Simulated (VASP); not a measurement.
# Ag (P6_3/mmc) in VASP: notebook

Runs on Ag. Level: PBE. Tasks: single point.

Everything below comes from runs of VASP 6.6.1. Logs are shortened: lines on timing, memory, paths and dates and some standing lists are left out, and cuts for length are marked.

## 1. The cell of the first run

Symmetry: P6_3/mmc, No. 194, hexagonal system. Conventional cell: a = 2.886 Å, b = 2.886 Å, c = 10.200 Å, α = 90.00°, β = 90.00°, γ = 120.00°. Ag (site symmetry -6m2) has 12 Ag at 2.89 to 3.05 Å within 3.8 Å. Within 3.8 Å of Ag (site symmetry -3m) lie 12 Ag at 2.89 to 3.05 Å.

This isn't the form of Ag at room conditions, which is fcc.

## 2. Single point, PBE (zz strain of +2 %)

File INCAR:

```
SYSTEM = Ag
PREC = Accurate ; ENCUT = 520
EDIFF = 1E-6 ; ISMEAR = -1
SIGMA = 0.08 ; LREAL = .FALSE.
LASPH = .TRUE. ; NELM = 80
ALGO = Normal ; ISIF = 2
LWAVE = .FALSE. ; LCHARG = .TRUE.
GGA = PE ; LELF = .TRUE.
LVHAR = .TRUE. ; NBANDS = 30
```

File KPOINTS:

```
Automatic mesh
0
G
  14 14 4
  0 0 0
```

File POSCAR:

```
Ag
1.0
    2.8861989086      0.0000000000      0.0000000000
   -1.4430994543      2.4995215753      0.0000000000
    0.0000000000      0.0000000000     10.2000000000
Ag
4
Direct
    0.3333333333      0.6666666667      0.2500000000
    0.6666666667      0.3333333333      0.7500000000
    0.0000000000      0.0000000000      0.0000000000
    0.0000000000      0.0000000000      0.5000000000
```

Potentials or basis: VASP PAW PBE potentials, release 64 (Ag).

Command:

```bash
> cat potpaw_PBE.64/Ag/POTCAR > POTCAR
> mpirun -np 1 vasp_std > vasp.out
```

OUTCAR:

```text
SYSTEM = Ag
   PREC = Accurate
   ENCUT = 520
   EDIFF = 1E-6
   ISMEAR = -1
   LREAL = .FALSE.
   LASPH = .TRUE.
   NELM = 80
   ISIF = 2
   GGA = PE

 ion  position               nearest neighbor table
   1  0.333  0.667  0.250-   3 3.05   4 3.05   3 3.05   4 3.05   3 3.05   4 3.05
   2  0.667  0.333  0.750-   3 3.05   4 3.05   3 3.05   4 3.05   3 3.05   4 3.05
   3  0.000  0.000  0.000-   1 3.05   2 3.05   2 3.05   1 3.05   2 3.05   1 3.05
   4  0.000  0.000  0.500-   1 3.05   2 3.05   2 3.05   1 3.05   2 3.05   1 3.05

  LATTYP: Found a hexagonal cell.
 ALAT       =     2.8861989086
 C/A-ratio  =     3.5340599602

  Lattice vectors:

 A1 = (   2.8861989086,   0.0000000000,   0.0000000000)
 A2 = (  -1.4430994543,   2.4995215753,   0.0000000000)
 A3 = (   0.0000000000,   0.0000000000,  10.2000000000)

Analysis of symmetry for initial positions (statically):
=====================================================================
 Subroutine PRICEL returns:
 Original cell was already a primitive cell.

 Routine SETGRP: Setting up the symmetry group for a
 hexagonal supercell.

 Subroutine GETGRP returns: Found 24 space group operations
 (whereof 12 operations were pure point group operations)
 out of a pool of 24 trial point group operations.

The static configuration has the point symmetry D_3d.
 The point group associated with its full space group is D_6h.

Analysis of symmetry for dynamics (positions and initial velocities):
=====================================================================
 Subroutine PRICEL returns:
 Original cell was already a primitive cell.

 Routine SETGRP: Setting up the symmetry group for a
 hexagonal supercell.

 Subroutine GETGRP returns: Found 24 space group operations
 (whereof 12 operations were pure point group operations)
 out of a pool of 24 trial point group operations.

The dynamic configuration has the point symmetry D_3d.
 The point group associated with its full space group is D_6h.

 Subroutine INISYM returns: Found 24 space group operations
 (whereof 12 operations are pure point group operations),
 and found     1 'primitive' translations

----------------------------------------------------------------------------------------

                                     Primitive cell

  volume of cell :      73.5840

  direct lattice vectors                    reciprocal lattice vectors
     2.886198909  0.000000000  0.000000000     0.346476467  0.200038281  0.000000000
    -1.443099454  2.499521575  0.000000000     0.000000000  0.400076563  0.000000000
     0.000000000  0.000000000 10.200000000     0.000000000  0.000000000  0.098039216

  length of vectors
     2.886198909  2.886198909 10.200000000     0.400076563  0.400076563  0.098039216

  position of ions in fractional coordinates (direct lattice)
     0.333333333  0.666666667  0.250000000
     0.666666667  0.333333333  0.750000000
     0.000000000  0.000000000  0.000000000
     0.000000000  0.000000000  0.500000000

  ion indices of the primitive-cell ions
   primitive index   ion index
                 1           1
                 2           2
                 3           3
                 4           4

----------------------------------------------------------------------------------------

 KPOINTS: Automatic mesh

Automatic generation of k-mesh.
 Grid dimensions read from file:
 generate k-points for:   14   14    4

 Generating k-lattice:

  Cartesian coordinates                     Fractional coordinates (reciprocal lattice)
     0.024748319  0.014288449  0.000000000     0.071428571  0.000000000  0.000000000
     0.000000000  0.028576897  0.000000000     0.000000000  0.071428571  0.000000000
     0.000000000  0.000000000  0.024509804     0.000000000  0.000000000  0.250000000

  Length of vectors
     0.028576897  0.028576897  0.024509804

  Shift w.r.t. Gamma in fractional coordinates (k-lattice)
     0.000000000  0.000000000  0.000000000

 Subroutine IBZKPT returns following result:
 ===========================================

 Found     72 irreducible k-points:

 Following reciprocal coordinates:
            Coordinates               Weight
  0.000000  0.000000  0.000000      1.000000
  0.071429  0.000000  0.000000      6.000000
  0.142857  0.000000  0.000000      6.000000
  0.214286  0.000000  0.000000      6.000000
  0.285714  0.000000  0.000000      6.000000
  0.357143  0.000000  0.000000      6.000000
[... 16 lines left out ...]
  0.285714  0.285714  0.000000      6.000000
  0.357143  0.285714  0.000000      6.000000
 [... further k-points ...]
   k-points           NKPTS =     72   k-points in BZ     NKDIM =     72   number of bands    NBANDS=     30
   number of dos      NEDOS =    301   number of ions     NIONS =      4
   total plane-waves  NPLWV =  46080
   dimension x,y,z NGX =    24 NGY =   24 NGZ =   80
   dimension x,y,z NGXF=    48 NGYF=   48 NGZF=  160
   ions per type =               4
   NGX,Y,Z   is equivalent  to a cutoff of  13.82, 13.82, 13.04 a.u.
   NGXF,Y,Z  is equivalent  to a cutoff of  27.65, 27.65, 26.08 a.u.
 SYSTEM =  Ag
   PREC   = accura    normal or accurate (medium, high low for compatibility)
   ISTART =      0    job   : 0-new  1-cont  2-samecut
   ICHARG =      2    charge: 1-file 2-atom 10-const
   ISPIN  =      1    spin polarized calculation?
   LNONCOLLINEAR =      F non collinear calculations
   LSORBIT =      F    spin-orbit coupling
   LASPH  =      T    aspherical Exc in radial PAW
   ENCUT  =  520.0 eV  38.22 Ry    6.18 a.u.   5.37  5.37 18.97*2*pi/ulx,y,z
   NELM   =     80;   NELMIN=  2; NELMDL= -5     # of ELM steps
   EDIFF  = 0.1E-05   stopping-criterion for ELM
   LREAL  =      F    real-space projection
   EDIFFG = 0.1E-04   stopping-criterion for IOM
   NSW    =      0    number of steps for IOM
   IBRION =     -1    ionic relax: 0-MD 1-quasi-New 2-CG
   NFREE  =      0    steps in history (QN), initial steepest desc. (CG)
   ISIF   =      2    stress and relaxation
   ISYM   =      2    0-nonsym 1-usesym 2-fastsym
   POTIM  = 0.5000    time-step for ionic-motion
   TEBEG  =    0.0;   TEEND  =   0.0 temperature during run
   PSTRESS=    0.0 pullay stress
   NELECT =      44.0000    total number of electrons
   NUPDOWN=      -1.0000    fix difference up-down
   EMIN   =  10.00;   EMAX   =-10.00  energy-range for DOS
   EFERMI =   0.00;   METHOD = LEGACY
   ISMEAR =    -1;   SIGMA  =   0.08  broadening in eV -4-tet -1-fermi 0-gaus
   EFERMI_NEDOS =   21; number of points for ismear=-14 and -15
   IALGO  =     38    algorithm
   IMIX   =      4    mixing-type and parameters
     AMIX     =   0.40;   BMIX     =  1.00
     AMIX_MAG =   1.60;   BMIX_MAG =  1.00
  volume/ion in A,a.u.               =      18.40       124.14
  Fermi-wavevector in a.u.,A,eV,Ry     =   1.379213  2.606334 25.881383  1.902228
  Thomas-Fermi vector in A             =   2.504203
   LORBIT       =      0    0 simple, 1 ext, 2 COOP (PROOUT), +10 PAW based schemes
   GGA     = PE    functional components
   LHFCALC =     F    Hartree Fock is set to
   AEXX    =    0.0000 exact exchange contribution
   IVDW    =     0    specifies the selected vdW correction
   LEPSILON=     F    determine dielectric tensor
   LRPA    =     F    only Hartree local field effects (RPA)
 non-spin polarized calculation
  energy-cutoff  :      520.00
  volume of cell :       73.58
 maximum number of plane-waves:      2042
 NGX is ok and might be reduce to    24
   NGX = 11   NGY = 11   NGZ = 37

 number of electron      43.9999985 magnetization

 Free energy of the ion-electron system (eV)
  ---------------------------------------------------
  ext. energy  EPLUGINS =         0.00000000
  ---------------------------------------------------
  free energy    TOTEN  =       -10.78122200 eV

  energy without entropy =      -10.75569207  energy(sigma->0) =      -10.76845704

 E-fermi :   7.4257     XC(G=0): -11.7563

 val. band max:        7.4115620178   @ k =   0.4286   0.0714   0.0000
 cond. band min:       7.4611108607   @ k =   0.3571   0.1429   0.5000
 fundamental gap:      0.0495488429
 Fermi energy:         7.4256615780

 k-point     1 :       0.0000    0.0000    0.0000
  band No.  band energies     occupation
      1       0.1879      2.00000
      2       1.2697      2.00000
      3       1.2713      2.00000
      4       1.3742      2.00000
      5       2.5856      2.00000
      6       2.8852      2.00000
[... 22 lines left out ...]
     29      23.3075      0.00000
     30      24.1644      0.00000

 k-point     2 :       0.0714    0.0000    0.0000
  band No.  band energies     occupation
      1       0.3315      2.00000
      2       1.3969      2.00000
      3       1.3974      2.00000
      4       1.4665      2.00000
      5       2.6154      2.00000
      6       2.8186      2.00000
[... 22 lines left out ...]
     29      23.0020      0.00000
     30      23.6914      0.00000

 k-point     3 :       0.1429    0.0000    0.0000
  band No.  band energies     occupation
      1       0.7391      2.00000
      2       1.6839      2.00000
      3       1.7266      2.00000
      4       1.7409      2.00000
      5       2.5817      2.00000
      6       2.6648      2.00000
[... 22 lines left out ...]
     29      22.1669      0.00000
     30      22.1914      0.00000

 k-point     4 :       0.2143    0.0000    0.0000
  band No.  band energies     occupation
      1       1.2992      2.00000
      2       1.8413      2.00000
      3       1.9786      2.00000
      4       2.0558      2.00000
      5       2.3785      2.00000
      6       2.4435      2.00000
[... 616 lines left out ...]
     29      15.2342      0.00000
     30      15.8842      0.00000

 k-point    23 :       0.2857    0.2857    0.0000
  band No.  band energies     occupation
      1       2.0963      2.00000
      2       2.1080      2.00000
      3       2.1223      2.00000
      4       2.3548      2.00000
      5       2.4097      2.00000
      6       2.5618      2.00000
[... 22 lines left out ...]
     29      14.0051      0.00000
     30      14.6375      0.00000

 k-point    24 :       0.3571    0.2857    0.0000
  band No.  band energies     occupation
      1       2.0828      2.00000
      2       2.1925      2.00000
      3       2.2902      2.00000
      4       2.3480      2.00000
      5       2.3800      2.00000
      6       2.4851      2.00000
[... 22 lines left out ...]
     29      13.9318      0.00000
     30      15.9595      0.00000

 [... further k-points ...]

------------------------ aborting loop because EDIFF is reached ----------------------------------------

  FORCE on cell =-STRESS in cart. coord.  units (eV):
  Direction    XX          YY          ZZ          XY          YZ          ZX
  --------------------------------------------------------------------------------------
  -------------------------------------------------------------------------------------
  Total        0.1004111      0.1004111     -2.6812742      0.0000000     -0.0000000      0.0000000
  in kB        2.1862952      2.1862952    -58.3805921      0.0000000     -0.0000000      0.0000000
  external PRESSURE =     -18.0026673 kB  Pullay stress =       0.0000000 kB

 VOLUME and BASIS-vectors are now :
 -----------------------------------------------------------------------------
  energy-cutoff  :      520.00
  volume of cell :       73.58
      direct lattice vectors                 reciprocal lattice vectors
     2.886198909  0.000000000  0.000000000     0.346476467  0.200038281  0.000000000
    -1.443099454  2.499521575  0.000000000     0.000000000  0.400076563  0.000000000
     0.000000000  0.000000000 10.200000000     0.000000000  0.000000000  0.098039216

 POSITION                                       TOTAL-FORCE (eV/Angst)
 -----------------------------------------------------------------------------------
     -0.00000      1.66635      2.55000         0.000000      0.000000      0.000000
      1.44310      0.83317      7.65000        -0.000000      0.000000     -0.000000
      0.00000      0.00000      0.00000        -0.000000     -0.000000     -0.000000
      0.00000      0.00000      5.10000        -0.000000     -0.000000     -0.000000
 -----------------------------------------------------------------------------------
    total drift:                               -0.000000      0.000000     -0.000000

  FREE ENERGIE OF THE ION-ELECTRON SYSTEM (eV)
  ---------------------------------------------------
  free  energy   TOTEN  =       -10.7812219978 eV

  energy  without entropy=      -10.7556920748  energy(sigma->0) =      -10.76845704
```

Wall time 49 s (1 thread of Intel Xeon 6975P-C (Granite Rapids), shared host); peak memory 0.27 GiB.

What came out:

- Free energy: -10.7812 eV
- Pressure: -1.8 GPa
- Band gap on the k mesh: zero (bands 22 and 23 overlap by 6.17 eV)

Levels at points of the mesh, in eV from the Fermi level:
| k point | band 20 | band 21 | band 22 | band 23 | band 24 | band 25 |
| --- | --- | --- | --- | --- | --- | --- |
| (0.00, 0.00, 0.00) | -3.33 | -3.33 | -3.04 | -3.04 | -0.69 | 2.21 |
| (0.50, 0.00, 0.00) | -2.71 | 0.14 | 0.93 | 1.17 | 1.69 | 4.18 |
| (0.00, 0.00, 0.50) | -3.14 | -3.14 | -3.14 | -2.59 | -2.59 | 4.85 |
| (0.50, 0.00, 0.50) | -2.72 | 0.48 | 0.48 | 1.54 | 1.54 | 4.48 |

Caveat: the cell differs from its parent crystal (zz strain of +2 %).

## 3. Single point, PBE

This run uses another cell than the first one, of 18.04 Å³/atom.

File INCAR:

```
PREC     = Accurate       # precision mode
ENCUT    = 520            # plane-wave cutoff, eV
EDIFF    = 1E-6           # SCF threshold, eV
ISMEAR   = -1             # smearing method
SIGMA    = 0.08           # smearing width, eV
LREAL    = F              # projectors in reciprocal space
LASPH    = T              # aspherical terms in the spheres
NELM     = 60             # most SCF steps
ALGO     = Normal         # electronic algorithm
ISIF     = 2              # what is computed and relaxed
LWAVE    = F              # write WAVECAR
LCHARG   = F              # write CHGCAR
GGA      = PE             # functional
NBANDS   = 30             # bands
```

File KPOINTS:

```
Automatic mesh
0
Gamma
  14 14 4
```

Edit POSCAR of step 2 so:

```diff
@@ -4,3 +4,3 @@
    -1.4430994543      2.4995215753      0.0000000000
-    0.0000000000      0.0000000000     10.2000000000
+    0.0000000000      0.0000000000     10.0000000000
 Ag
```

Potentials or basis: VASP PAW PBE potentials, release 64 (Ag).

Command:

```bash
> cat potpaw_PBE.64/Ag/POTCAR > POTCAR
> mpirun -np 1 vasp_std > vasp.out
```

Wall time 96 s (1 thread of Intel Xeon Platinum 8488C (Sapphire Rapids), shared host); peak memory 0.27 GiB.

The run converged. Its results:

| Item | Value |
| --- | --- |
| Free energy | -10.8239 eV |
| Pressure | -0.5 GPa |
| Band gap on the k mesh | zero (bands 22 and 23 overlap by 6.11 eV) |

Stress tensor (GPa, compression positive):
```
 1.16  0.00  0.00
 0.00  1.16  0.00
 0.00  0.00 -3.75
```

Levels at points of the mesh, in eV from the Fermi level:
```csv
k point,band 20,band 21,band 22,band 23,band 24,band 25
"(0.00, 0.00, 0.00)",-3.33,-3.33,-3.02,-3.02,-0.61,2.57
"(0.50, 0.00, 0.00)",-2.72,0.08,0.90,1.16,1.69,4.23
"(0.00, 0.00, 0.50)",-3.13,-3.13,-3.13,-2.55,-2.55,5.26
"(0.50, 0.00, 0.50)",-2.73,0.44,0.44,1.53,1.53,4.57
```
